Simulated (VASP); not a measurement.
Write the native input for VASP 6.6.1 that does the following.

```
Task                   : single point
Functional             : PBE
Potentials or basis    : VASP PAW PBE potentials, release 64 (Zn, S)
Cutoff                 : 520 eV
k mesh                 : 6 × 6 × 6
Occupations            : gaussian, width 0.01 eV
Spin                   : no spin polarisation
Dipole correction      : no
Further INCAR settings : ALGO = Normal; EDIFF = 1e-06; NBANDS = 16
```

The structure of ZnS lies in POSCAR:

```
ZnS
1.0
    0.0000000000      2.7722130048      2.7722130048
    2.7722130048      0.0000000000      2.7722130048
    2.7722130048      2.7722130048      0.0000000000
Zn S
1 1
Direct
    0.2500000000      0.2500000000      0.2500000000
    0.0000000000      0.0000000000      0.0000000000
```

The input as run:

INCAR

```
SYSTEM = ZnS
ALGO = Normal
EDIFF = 1E-6
ENCUT = 520
GGA = PE
ISIF = 2
ISMEAR = 0
LASPH = .True.
LCHARG = .False.
LREAL = .False.
LWAVE = .False.
NBANDS = 16
NELM = 100
PREC = Accurate
SIGMA = 0.01
```

KPOINTS

```
k-points
0
Gamma
  6 6 6
  0 0 0
```

Potentials or basis: VASP PAW PBE potentials, release 64 (Zn, S).

Run with:

```console
$ cat potpaw_PBE.64/Zn/POTCAR potpaw_PBE.64/S/POTCAR > POTCAR
$ mpirun -np 1 vasp_std > vasp.out
```

Results of the run:

| Property | Result |
| --- | --- |
| Pressure | -3.3 GPa |
| Band gap on the k mesh | 1.78 eV, direct |

Wall time 15 s on 1 thread of AMD EPYC 7R43 64-Core Processor (Zen 3) (shared host), peak memory 0.13 GiB.
